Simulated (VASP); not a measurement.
# Hg (R-3m) in VASP: notebook

Runs on Hg. Level: LDA. Tasks: single point.

Program: VASP 6.6.1. These are calculated values, not measurements. Logs are shortened: lines on timing, memory, paths and dates and some standing lists are left out, and cuts for length are marked.

**1. The cell of the first run**

It takes space group R-3m (No. 166, trigonal). Conventional cell: a = 3.493 Å, b = 3.493 Å, c = 6.444 Å, α = 90.00°, β = 90.00°, γ = 120.00°. Hg (site symmetry -3m) has 12 Hg at 2.95 to 3.49 Å within 3.9 Å.

**2. Single point, LDA**

File INCAR:

```
PREC = Accurate ; ENCUT = 520
EDIFF = 1E-6 ; ISMEAR = -1
SIGMA = 0.3 ; LREAL = False
LASPH = True ; NELM = 80
ALGO = Normal ; ISIF = 2
LWAVE = False ; LCHARG = False
NBANDS = 12
```

File KPOINTS:

```
Automatic mesh
0
Gamma
  11 11 11
```

File POSCAR:

```
Hg
1.0
    1.7463233735      1.0082402698      2.1478810803
   -1.7463233735      1.0082402698      2.1478810803
    0.0000000000     -2.0164805396      2.1478810803
Hg
1
Direct
    0.0000000000      1.0000000000      0.0000000000
```

Potentials or basis: VASP PAW LDA potentials, release 64 (Hg).

On the command line:

```sh
$ cat potpaw_LDA.64/Hg/POTCAR > POTCAR
$ mpirun -np 1 vasp_std > vasp.out
```

OUTCAR:

```text
PREC = Accurate
   ENCUT = 520
   EDIFF = 1E-6
   ISMEAR = -1
   LREAL = False
   LASPH = True
   NELM = 80
   ISIF = 2

 ion  position               nearest neighbor table
   1  0.000  0.000  0.000-

  LATTYP: Found a trigonal (rhomboedric) cell.
 ALAT       =     2.9461138643
 COS(alpha) =     0.2972833017

  Lattice vectors:

 A1 = (   1.7463233735,   1.0082402698,   2.1478810803)
 A2 = (  -1.7463233735,   1.0082402698,   2.1478810803)
 A3 = (   0.0000000000,  -2.0164805396,   2.1478810803)

Analysis of symmetry for initial positions (statically):
=====================================================================
 Subroutine PRICEL returns:
 Original cell was already a primitive cell.

 Routine SETGRP: Setting up the symmetry group for a
 trigonal (rhombohedral) supercell.

 Subroutine GETGRP returns: Found 12 space group operations
 (whereof 12 operations were pure point group operations)
 out of a pool of 12 trial point group operations.

The static configuration has the point symmetry D_3d.

Analysis of symmetry for dynamics (positions and initial velocities):
=====================================================================
 Subroutine PRICEL returns:
 Original cell was already a primitive cell.

 Routine SETGRP: Setting up the symmetry group for a
 trigonal (rhombohedral) supercell.

 Subroutine GETGRP returns: Found 12 space group operations
 (whereof 12 operations were pure point group operations)
 out of a pool of 12 trial point group operations.

The dynamic configuration has the point symmetry D_3d.

 Subroutine INISYM returns: Found 12 space group operations
 (whereof 12 operations are pure point group operations),
 and found     1 'primitive' translations

----------------------------------------------------------------------------------------

                                     Primitive cell

  volume of cell :      22.6908

  direct lattice vectors                    reciprocal lattice vectors
     1.746323374  1.008240270  2.147881080     0.286315815  0.165304513  0.155191708
    -1.746323374  1.008240270  2.147881080    -0.286315815  0.165304513  0.155191708
     0.000000000 -2.016480540  2.147881080     0.000000000 -0.330609026  0.155191708

  length of vectors
     2.946113864  2.946113864  2.946113864     0.365221569  0.365221569  0.365221569

  position of ions in fractional coordinates (direct lattice)
     0.000000000  0.000000000  0.000000000
[... 69 lines left out ...]
   ICHARG =      2    charge: 1-file 2-atom 10-const
   ISPIN  =      1    spin polarized calculation?
   LNONCOLLINEAR =      F non collinear calculations
   LSORBIT =      F    spin-orbit coupling
   LASPH  =      T    aspherical Exc in radial PAW
   ENCUT  =  520.0 eV  38.22 Ry    6.18 a.u.   5.48  5.48  5.48*2*pi/ulx,y,z
   NELM   =     80;   NELMIN=  2; NELMDL= -5     # of ELM steps
   EDIFF  = 0.1E-05   stopping-criterion for ELM
   LREAL  =      F    real-space projection
[... 7 lines left out ...]
   TEBEG  =    0.0;   TEEND  =   0.0 temperature during run
   PSTRESS=    0.0 pullay stress
   NELECT =      12.0000    total number of electrons
   NUPDOWN=      -1.0000    fix difference up-down
   EMIN   =  10.00;   EMAX   =-10.00  energy-range for DOS
   EFERMI =   0.00;   METHOD = LEGACY
   ISMEAR =    -1;   SIGMA  =   0.30  broadening in eV -4-tet -1-fermi 0-gaus
   EFERMI_NEDOS =   21; number of points for ismear=-14 and -15
   IALGO  =     38    algorithm
   IMIX   =      4    mixing-type and parameters
     AMIX     =   0.40;   BMIX     =  1.00
     AMIX_MAG =   1.60;   BMIX_MAG =  1.00
  volume/ion in A,a.u.               =      22.69       153.13
  Fermi-wavevector in a.u.,A,eV,Ry     =   1.323890  2.501789 23.846718  1.752684
  Thomas-Fermi vector in A             =   2.453465
   LORBIT       =      0    0 simple, 1 ext, 2 COOP (PROOUT), +10 PAW based schemes
   GGA     = CA    functional components
   LHFCALC =     F    Hartree Fock is set to
   AEXX    =    0.0000 exact exchange contribution
   IVDW    =     0    specifies the selected vdW correction
   LEPSILON=     F    determine dielectric tensor
   LRPA    =     F    only Hartree local field effects (RPA)
 non-spin polarized calculation
  energy-cutoff  :      520.00
  volume of cell :       22.69
 maximum number of plane-waves:       631
 NGX is ok and might be reduce to    24
   NGX = 11   NGY = 11   NGZ = 11

 number of electron      12.0000003 magnetization

 Free energy of the ion-electron system (eV)
  ---------------------------------------------------
  ext. energy  EPLUGINS =         0.00000000
  ---------------------------------------------------
  free energy    TOTEN  =        -1.00889589 eV

  energy without entropy =       -0.92189004  energy(sigma->0) =       -0.96539297

 E-fermi :   2.9186     XC(G=0): -11.3645

 val. band max:        2.7323415129   @ k =  -0.4545   0.1818   0.1818
 cond. band min:       2.9307090421   @ k =  -0.4545   0.2727   0.0000
 fundamental gap:      0.1983675292
 Fermi energy:         2.9185695199

 k-point     1 :       0.0000    0.0000    0.0000
  band No.  band energies     occupation
      1      -6.6772      2.00000
      2      -5.1441      2.00000
      3      -5.1441      2.00000
      4      -3.4628      2.00000
      5      -3.3480      2.00000
      6      -3.3480      2.00000
      7      14.9021      0.00000
      8      15.3175      0.00000
      9      15.3175      0.00000
     10      19.9551      0.00000
     11      21.2902      0.00000
     12      21.2902      0.00000
[... 331 lines left out ...]
 k-point    24 :      -0.1818    0.1818    0.0000
  band No.  band energies     occupation
      1      -5.4082      2.00000
      2      -4.8319      2.00000
      3      -4.6297      2.00000
      4      -3.5108      2.00000
      5      -3.5034      2.00000
      6      -3.0207      2.00000
      7       9.2679      0.00000
      8      10.3970      0.00000
      9      17.4508      0.00000
     10      19.4753      0.00000
     11      21.2404      0.00000
     12      22.8150      0.00000

 [... further k-points ...]
[... 5 lines left out ...]
  --------------------------------------------------------------------------------------
  -------------------------------------------------------------------------------------
  Total        0.0989383      0.0989383      0.1148909      0.0000000      0.0000000      0.0000000
  in kB        6.9859387      6.9859387      8.1123411      0.0000000      0.0000000      0.0000000
  external PRESSURE =       7.3614061 kB  Pullay stress =       0.0000000 kB

 VOLUME and BASIS-vectors are now :
 -----------------------------------------------------------------------------
  energy-cutoff  :      520.00
  volume of cell :       22.69
      direct lattice vectors                 reciprocal lattice vectors
     1.746323374  1.008240270  2.147881080     0.286315815  0.165304513  0.155191708
    -1.746323374  1.008240270  2.147881080    -0.286315815  0.165304513  0.155191708
     0.000000000 -2.016480540  2.147881080     0.000000000 -0.330609026  0.155191708

 POSITION                                       TOTAL-FORCE (eV/Angst)
 -----------------------------------------------------------------------------------
      0.00000      0.00000      0.00000         0.000000     -0.000000      0.000000
 -----------------------------------------------------------------------------------
    total drift:                                0.000000      0.000000      0.000000

  FREE ENERGIE OF THE ION-ELECTRON SYSTEM (eV)
  ---------------------------------------------------
  free  energy   TOTEN  =        -1.0088958947 eV

  energy  without entropy=       -0.9218900442  energy(sigma->0) =       -0.96539297
```

stdout:

```text
POSCAR found type information on POSCAR Hg
 POSCAR found :  1 types and       1 ions
 scaLAPACK will be used
 LDA part: xc-table for (Slater(with rela. corr.)+CA(PZ))
 , standard interpolation
 POSCAR, INCAR and KPOINTS ok, starting setup
 FFT: planning ... GRIDC
 FFT: planning ... GRID_SOFT
 FFT: planning ... GRID
 WAVECAR not read
 entering main loop
```

Wall time 34 s (1 thread of Intel Xeon 8259CL, shared host); peak memory 0.16 GiB.

Results:

```
Free energy            : -1.0089 eV
Pressure               : 0.7 GPa
Band gap on the k mesh : zero (bands 6 and 7 overlap by 2.76 eV)
```

Caveat: so wide a smearing shifts energies and pressures; spin-orbit coupling is left out, which moves the levels of the heavy elements.

**3. Single point, LDA**

File INCAR:

```
SYSTEM = Hg
PREC = Accurate ; ENCUT = 520
EDIFF = 1E-6 ; ISMEAR = -1
SIGMA = 0.6 ; LREAL = .False.
LASPH = .True. ; NELM = 60
ALGO = Normal ; ISIF = 2
LWAVE = .False. ; LCHARG = .True.
LELF = .True. ; LVHAR = .True.
NBANDS = 12
```

File KPOINTS:

```
regular mesh
0
Gamma
  11 11 11
  0 0 0
```

POSCAR is that of step 2.

Potentials or basis: VASP PAW LDA potentials, release 64 (Hg).

On the command line:

```sh
$ cat potpaw_LDA.64/Hg/POTCAR > POTCAR
$ mpirun -np 1 vasp_std > vasp.out
```

Run time: 42 s. Hardware: 1 thread of Intel Xeon 8259CL, shared host; peak memory 0.16 GiB.

The run converged. Its results:

```yaml
Free_energy: -1.1458 eV
Pressure: 1.1 GPa
Band_gap_on_the_k_mesh: zero (bands 6 and 7 overlap by 2.76 eV)
```

Levels at points of the mesh, in eV from the Fermi level:
```tsv
k point	band 3	band 4	band 5	band 6	band 7	band 8	band 9	band 10
(0.00, 0.00, 0.00)	-8.06	-6.38	-6.26	-6.26	12.00	12.41	12.41	17.05
```

Caveat: so wide a smearing shifts energies and pressures; spin-orbit coupling is left out, which moves the levels of the heavy elements.
